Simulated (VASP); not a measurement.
# W12O in VASP: further runs

Runs on W12O. Level: PBE. Tasks: single point.

Program: VASP 6.6.1. These are calculated values, not measurements. Logs are shortened: lines on timing, memory, paths and dates and some standing lists are left out, and cuts for length are marked.

## (1) The cell of the first run

The cell holds a slab with vacuum, 13 atoms: a = 5.514 Å, b = 5.514 Å, c = 21.356 Å, α = 90.00°, β = 90.00°, γ = 109.47°.

## (2) Single point, PBE

File INCAR:

```
SYSTEM = W12O
PREC = Accurate
ENCUT = 520
EDIFF = 1E-6
ISMEAR = 0
SIGMA = 0.1
LREAL = .False.
LASPH = .True.
NELM = 100
ALGO = Normal
ISIF = 2
LWAVE = .False.
LCHARG = .False.
LDIPOL = .True.
IDIPOL = 3
DIPOL = 0.5 0.5 0.303
GGA = PE
NBANDS = 99
```

File KPOINTS:

```
regular mesh
0
Gamma
  5 5 1
  0 0 0
```

File POSCAR:

```
W12O
1.0
    5.5140853207      0.0000000000      0.0000000000
   -1.8380284402      5.1987294965      0.0000000000
    0.0000000000      0.0000000000     21.3560050645
W O
12 1
Direct
    0.2500000000      0.2500000000      0.1873009483
    0.2500000000      0.7500000000      0.1873009483
    0.7500000000      0.2500000000      0.1873009483
    0.7500000000      0.7500000000      0.1873009483
    0.0000000000      0.0000000000      0.2892877541
    0.0000000000      0.5000000000      0.2892877541
    0.5000000000      0.0000000000      0.2892877541
    0.5000000000      0.5000000000      0.2892877541
    0.2500000000      0.2500000000      0.3912719181
    0.2500000000      0.7500000000      0.3912719181
    0.7500000000      0.2500000000      0.3912719181
    0.7500000000      0.7500000000      0.3912719181
    0.5000000000      0.5000000000      0.4661922974
```

Potentials or basis: VASP PAW PBE potentials, release 64 (W_sv, O).

Started as:

```bash
cat potpaw_PBE.64/W_sv/POTCAR potpaw_PBE.64/O/POTCAR > POTCAR
mpirun -np 1 vasp_std > vasp.out
```

OUTCAR:

```text
SYSTEM = W12O
   PREC = Accurate
   ENCUT = 520
   EDIFF = 1E-6
   ISMEAR = 0
   LREAL = .False.
   LASPH = .True.
   NELM = 100
   ISIF = 2
   GGA = PE

 ion  position               nearest neighbor table
   1  0.250  0.250  0.187-   5 2.70   8 2.70   3 2.76   3 2.76   2 2.76   2 2.76   7 3.13   6 3.13
                             4 3.18   4 3.18
   2  0.250  0.750  0.187-   6 2.70   7 2.70   4 2.76   4 2.76   1 2.76   1 2.76   5 3.13   8 3.13
                             3 3.18   3 3.18
   3  0.750  0.250  0.187-   6 2.70   7 2.70   1 2.76   1 2.76   4 2.76   4 2.76   5 3.13   8 3.13
                             2 3.18   2 3.18
   4  0.750  0.750  0.187-   5 2.70   8 2.70   2 2.76   2 2.76   3 2.76   3 2.76   7 3.13   6 3.13
                             1 3.18   1 3.18
   5  0.000  0.000  0.289-   9 2.70  12 2.70   1 2.70   4 2.70   7 2.76   7 2.76   6 2.76   6 2.76
                            11 3.13  10 3.13   3 3.13   2 3.13   8 3.18   8 3.18
   6  0.000  0.500  0.289-  10 2.70  11 2.70   2 2.70   3 2.70   8 2.76   8 2.76   5 2.76   5 2.76
                             9 3.13  12 3.13   1 3.13   4 3.13   7 3.18   7 3.18
   7  0.500  0.000  0.289-  10 2.70  11 2.70   2 2.70   3 2.70   5 2.76   5 2.76   8 2.76   8 2.76
                             9 3.13  12 3.13   1 3.13   4 3.13   6 3.18   6 3.18
   8  0.500  0.500  0.289-   9 2.70  12 2.70   1 2.70   4 2.70   6 2.76   6 2.76   7 2.76   7 2.76
                            11 3.13  10 3.13   3 3.13   2 3.13   5 3.18   5 3.18
   9  0.250  0.250  0.391-  13 2.26   8 2.70   5 2.70  11 2.76  11 2.76  10 2.76  10 2.76   6 3.13
                             7 3.13  12 3.18  12 3.18
  10  0.250  0.750  0.391-   6 2.70   7 2.70  12 2.76  12 2.76   9 2.76   9 2.76   5 3.13   8 3.13
                            11 3.18  11 3.18
  11  0.750  0.250  0.391-   6 2.70   7 2.70   9 2.76   9 2.76  12 2.76  12 2.76   5 3.13   8 3.13
                            10 3.18  10 3.18
  12  0.750  0.750  0.391-  13 2.26   8 2.70   5 2.70  10 2.76  10 2.76  11 2.76  11 2.76   6 3.13
                             7 3.13   9 3.18   9 3.18
  13  0.500  0.500  0.466-   9 2.26  12 2.26

  LATTYP: Found a base centered orthorhombic cell.
 ALAT       =     6.3671172886
 B/A-ratio  =     1.4142135624
 C/A-ratio  =     3.3541089470

  Lattice vectors:

 A1 = (   5.5140853207,   0.0000000000,   0.0000000000)
 A2 = (  -1.8380284402,   5.1987294965,   0.0000000000)
 A3 = (   0.0000000000,   0.0000000000,  21.3560050645)

Analysis of symmetry for initial positions (statically):
=====================================================================
 Subroutine PRICEL returns:
 Original cell was already a primitive cell.

 Routine SETGRP: Setting up the symmetry group for a
 base centered orthorhombic supercell.

 Subroutine GETGRP returns: Found  4 space group operations
 (whereof  4 operations were pure point group operations)
 out of a pool of  8 trial point group operations.

The static configuration has the point symmetry C_2v.

Analysis of symmetry for dynamics (positions and initial velocities):
=====================================================================
 Subroutine PRICEL returns:
 Original cell was already a primitive cell.

 Routine SETGRP: Setting up the symmetry group for a
 base centered orthorhombic supercell.

 Subroutine GETGRP returns: Found  4 space group operations
 (whereof  4 operations were pure point group operations)
 out of a pool of  8 trial point group operations.

The dynamic configuration has the point symmetry C_2v.

 Subroutine INISYM returns: Found  4 space group operations
 (whereof  4 operations are pure point group operations),
 and found     1 'primitive' translations

----------------------------------------------------------------------------------------

                                     Primitive cell

  volume of cell :     612.1963

  direct lattice vectors                    reciprocal lattice vectors
     5.514085321  0.000000000  0.000000000     0.181353741  0.064118230  0.000000000
    -1.838028440  5.198729497  0.000000000     0.000000000  0.192354690  0.000000000
     0.000000000  0.000000000 21.356005064     0.000000000  0.000000000  0.046825237

  length of vectors
     5.514085321  5.514085321 21.356005064     0.192354690  0.192354690  0.046825237

  position of ions in fractional coordinates (direct lattice)
     0.250000000  0.250000000  0.187300948
     0.250000000  0.750000000  0.187300948
     0.750000000  0.250000000  0.187300948
     0.750000000  0.750000000  0.187300948
     0.000000000  0.000000000  0.289287754
     0.000000000  0.500000000  0.289287754
     0.500000000  0.000000000  0.289287754
     0.500000000  0.500000000  0.289287754
     0.250000000  0.250000000  0.391271918
     0.250000000  0.750000000  0.391271918
     0.750000000  0.250000000  0.391271918
     0.750000000  0.750000000  0.391271918
     0.500000000  0.500000000  0.466192297

  ion indices of the primitive-cell ions
   primitive index   ion index
                 1           1
                 2           2
                 3           3
                 4           4
                 5           5
                 6           6
                 7           7
                 8           8
                 9           9
                10          10
                11          11
                12          12
                13          13

----------------------------------------------------------------------------------------

 KPOINTS: regular mesh

Automatic generation of k-mesh.
 Grid dimensions read from file:
 generate k-points for:    5    5    1

 Generating k-lattice:

  Cartesian coordinates                     Fractional coordinates (reciprocal lattice)
     0.036270748  0.012823646  0.000000000     0.200000000  0.000000000  0.000000000
     0.000000000  0.038470938  0.000000000     0.000000000  0.200000000  0.000000000
     0.000000000  0.000000000  0.046825237     0.000000000  0.000000000  1.000000000

  Length of vectors
     0.038470938  0.038470938  0.046825237

  Shift w.r.t. Gamma in fractional coordinates (k-lattice)
     0.000000000  0.000000000  0.000000000

 Subroutine IBZKPT returns following result:
 ===========================================

 Found      9 irreducible k-points:

 Following reciprocal coordinates:
            Coordinates               Weight
  0.000000  0.000000  0.000000      1.000000
  0.200000  0.000000  0.000000      4.000000
  0.400000  0.000000  0.000000      4.000000
  0.200000  0.200000  0.000000      2.000000
  0.400000  0.200000  0.000000      4.000000
 -0.400000  0.200000  0.000000      4.000000
 -0.200000  0.200000  0.000000      2.000000
  0.400000  0.400000  0.000000      2.000000
 -0.400000  0.400000  0.000000      2.000000
   k-points           NKPTS =      9   k-points in BZ     NKDIM =      9   number of bands    NBANDS=     99
   number of dos      NEDOS =    301   number of ions     NIONS =     13
   total plane-waves  NPLWV = 282240
   dimension x,y,z NGX =    42 NGY =   42 NGZ =  160
   dimension x,y,z NGXF=    84 NGYF=   84 NGZF=  320
   ions per type =              12   1
   NGX,Y,Z   is equivalent  to a cutoff of  12.66, 12.66, 12.46 a.u.
   NGXF,Y,Z  is equivalent  to a cutoff of  25.33, 25.33, 24.91 a.u.
 SYSTEM =  W12O
   PREC   = accura    normal or accurate (medium, high low for compatibility)
   ISTART =      0    job   : 0-new  1-cont  2-samecut
   ICHARG =      2    charge: 1-file 2-atom 10-const
   ISPIN  =      1    spin polarized calculation?
   LNONCOLLINEAR =      F non collinear calculations
   LSORBIT =      F    spin-orbit coupling
   LASPH  =      T    aspherical Exc in radial PAW
   ENCUT  =  520.0 eV  38.22 Ry    6.18 a.u.  10.25 10.25 39.71*2*pi/ulx,y,z
   NELM   =    100;   NELMIN=  2; NELMDL= -5     # of ELM steps
   EDIFF  = 0.1E-05   stopping-criterion for ELM
   LREAL  =      F    real-space projection
   EDIFFG = 0.1E-04   stopping-criterion for IOM
   NSW    =      0    number of steps for IOM
   IBRION =     -1    ionic relax: 0-MD 1-quasi-New 2-CG
   NFREE  =      0    steps in history (QN), initial steepest desc. (CG)
   ISIF   =      2    stress and relaxation
   ISYM   =      2    0-nonsym 1-usesym 2-fastsym
   POTIM  = 0.5000    time-step for ionic-motion
   TEBEG  =    0.0;   TEEND  =   0.0 temperature during run
   PSTRESS=    0.0 pullay stress
   NELECT =     174.0000    total number of electrons
   NUPDOWN=      -1.0000    fix difference up-down
   EMIN   =  10.00;   EMAX   =-10.00  energy-range for DOS
   EFERMI =   0.00;   METHOD = LEGACY
   ISMEAR =     0;   SIGMA  =   0.10  broadening in eV -4-tet -1-fermi 0-gaus
   EFERMI_NEDOS =   21; number of points for ismear=-14 and -15
   IALGO  =     38    algorithm
   IMIX   =      4    mixing-type and parameters
     AMIX     =   0.40;   BMIX     =  1.00
     AMIX_MAG =   1.60;   BMIX_MAG =  1.00
  volume/ion in A,a.u.               =      47.09       317.79
  Fermi-wavevector in a.u.,A,eV,Ry     =   1.076369  2.034042 15.763292  1.158569
  Thomas-Fermi vector in A             =   2.212251
   LORBIT       =      0    0 simple, 1 ext, 2 COOP (PROOUT), +10 PAW based schemes
   GGA     = PE    functional components
   LHFCALC =     F    Hartree Fock is set to
   AEXX    =    0.0000 exact exchange contribution
   IVDW    =     0    specifies the selected vdW correction
   LEPSILON=     F    determine dielectric tensor
   LRPA    =     F    only Hartree local field effects (RPA)
 non-spin polarized calculation
 Gauss-broadening in eV      SIGMA  =   0.10
  energy-cutoff  :      520.00
  volume of cell :      612.20
 maximum number of plane-waves:     16503
 NGX is ok and might be reduce to    42
   NGX = 21   NGY = 21   NGZ = 79

 dipolmoment           0.000000      0.000000     -0.796905 electrons x Angstroem

 number of electron     174.0000022 magnetization

 dipolmoment           0.000000      0.000000      0.092966 electrons x Angstroem

 Free energy of the ion-electron system (eV)
  ---------------------------------------------------
  ext. energy  EPLUGINS =         0.00000000
  ---------------------------------------------------
  free energy    TOTEN  =      -151.39517084 eV

  energy without entropy =     -151.33030508  energy(sigma->0) =     -151.36273796

 E-fermi :   0.2115     XC(G=0):  -5.3365

 val. band max:        0.1997634715   @ k =   0.4000   0.0000   0.0000
 cond. band min:       0.2166924865   @ k =   0.0000   0.0000   0.0000
 fundamental gap:      0.0169290150
 Fermi energy:         0.2115246559

 k-point     1 :       0.0000    0.0000    0.0000
  band No.  band energies     occupation
      1     -74.1661      2.00000
      2     -74.1400      2.00000
      3     -73.9799      2.00000
      4     -73.9148      2.00000
      5     -73.9072      2.00000
      6     -73.8944      2.00000
[... 91 lines left out ...]
     98       2.3987      0.00000
     99       2.4158      0.00000

 k-point     2 :       0.2000    0.0000    0.0000
  band No.  band energies     occupation
      1     -74.1626      2.00000
      2     -74.1414      2.00000
      3     -73.9744      2.00000
      4     -73.9197      2.00000
      5     -73.9113      2.00000
      6     -73.8943      2.00000
[... 703 lines left out ...]
     98       1.5482      0.00000
     99       1.7401      0.00000

 k-point     9 :      -0.4000    0.4000    0.0000
  band No.  band energies     occupation
      1     -74.1548      2.00000
      2     -74.1401      2.00000
      3     -73.9534      2.00000
      4     -73.9274      2.00000
      5     -73.9073      2.00000
      6     -73.8986      2.00000
[... 91 lines left out ...]
     98       1.4371      0.00000
     99       1.5094      0.00000

------------------------ aborting loop because EDIFF is reached ----------------------------------------

 vacuum level on the upper side and lower side of the slab       (xc-potential included)         0.166        -0.387

  FORCE on cell =-STRESS in cart. coord.  units (eV):
  Direction    XX          YY          ZZ          XY          YZ          ZX
  --------------------------------------------------------------------------------------
  -------------------------------------------------------------------------------------
  Total      -13.3089689    -15.6093863     -4.5363790     -3.2532814      0.0000000      0.0000000
  in kB      -34.8308663    -40.8512823    -11.8721452     -8.5141540      0.0000000      0.0000000
  external PRESSURE =     -29.1847646 kB  Pullay stress =       0.0000000 kB

 VOLUME and BASIS-vectors are now :
 -----------------------------------------------------------------------------
  energy-cutoff  :      520.00
  volume of cell :      612.20
      direct lattice vectors                 reciprocal lattice vectors
     5.514085321  0.000000000  0.000000000     0.181353741  0.064118230  0.000000000
    -1.838028440  5.198729497  0.000000000     0.000000000  0.192354690  0.000000000
     0.000000000  0.000000000 21.356005064     0.000000000  0.000000000  0.046825237

 POSITION                                       TOTAL-FORCE (eV/Angst)
 -----------------------------------------------------------------------------------
      0.91901      1.29968      4.00000        -0.138608     -0.196021      0.168238
      0.00000      3.89905      4.00000         0.151751     -0.107304     -0.211573
      3.67606      1.29968      4.00000        -0.151751      0.107304     -0.211573
      2.75704      3.89905      4.00000         0.138608      0.196021      0.168238
      0.00000      0.00000      6.17803         0.000000     -0.000000     -0.864442
     -0.91901      2.59936      6.17803         0.000000     -0.000000      0.221340
      2.75704      0.00000      6.17803         0.000000     -0.000000      0.221340
      1.83803      2.59936      6.17803         0.000000     -0.000000     -0.295094
      0.91901      1.29968      8.35601         0.046936      0.066377      1.979218
      0.00000      3.89905      8.35601        -0.490786      0.347038      0.392393
      3.67606      1.29968      8.35601         0.490786     -0.347038      0.392393
      2.75704      3.89905      8.35601        -0.046936     -0.066377      1.979218
      1.83803      2.59936      9.95601         0.000000     -0.000000     -3.939696
 -----------------------------------------------------------------------------------
    total drift:                                0.000000      0.000000      0.000552

  FREE ENERGIE OF THE ION-ELECTRON SYSTEM (eV)
  ---------------------------------------------------
  free  energy   TOTEN  =      -151.3951708417 eV

  energy  without entropy=     -151.3303050762  energy(sigma->0) =     -151.36273796

 vacuum level on the upper side and lower side of the slab         5.595         5.032
```

Wall time 20 min (1 thread of Intel Xeon Platinum 8488C (Sapphire Rapids), shared host); peak memory 0.81 GiB.

Results:

| Quantity | Value |
| --- | --- |
| Free energy | -151.3952 eV |
| Largest force | 3.940 eV/Å |
| Band gap on the k mesh | zero (bands 87 and 88 overlap by 1.09 eV) |

Forces on the atoms (eV/Å):
```
W   -0.139 -0.196  0.168
W    0.152 -0.107 -0.212
W   -0.152  0.107 -0.212
W    0.139  0.196  0.168
W    0.000  0.000 -0.864
W    0.000  0.000  0.221
W    0.000  0.000  0.221
W    0.000  0.000 -0.295
W    0.047  0.066  1.979
W   -0.491  0.347  0.392
W    0.491 -0.347  0.392
W   -0.047 -0.066  1.979
O    0.000  0.000 -3.940
```

Caveat: spin-orbit coupling is left out, which moves the levels of the heavy elements.

(Part 1 of 2 ends here.)
